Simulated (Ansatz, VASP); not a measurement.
Two plane-wave programs on Sr2C

```
C Sr
1.0
     0.00000    3.36014    3.34872
     3.36014    0.00000    3.34872
     3.36014    3.36014    0.00000
C Sr
1 2
Direct
  0.00000 0.00000 0.00000
  0.25000 0.25000 0.25000
  0.75000 0.75000 0.75000
```

Change from the starting cell: uniaxial_z strain -0.3%.

Alike in both runs: task single point; functional r2SCAN; k mesh 6 × 6 × 6; occupations fermi-dirac, width 0.02 eV; no spin polarisation.

|  | VASP | Ansatz |
| --- | --- | --- |
| version | VASP 6.6.1 | Ansatz 0.2.0 |
| potentials or method | VASP PAW PBE potentials, release 64 (C, Sr_sv) | plane waves, PAW |
| plane-wave cutoff (eV) | 520 | 500 |
| valence electrons in the cell | 24 | 24 |

```tsv
	VASP	Ansatz	Ansatz less VASP
pressure (GPa)	0.3	0.1	-0.20
traceless stress, the component that is largest in VASP (GPa)	0.21	0.21	+0.002
```

VASP's potentials were made for PBE, not for r2SCAN.
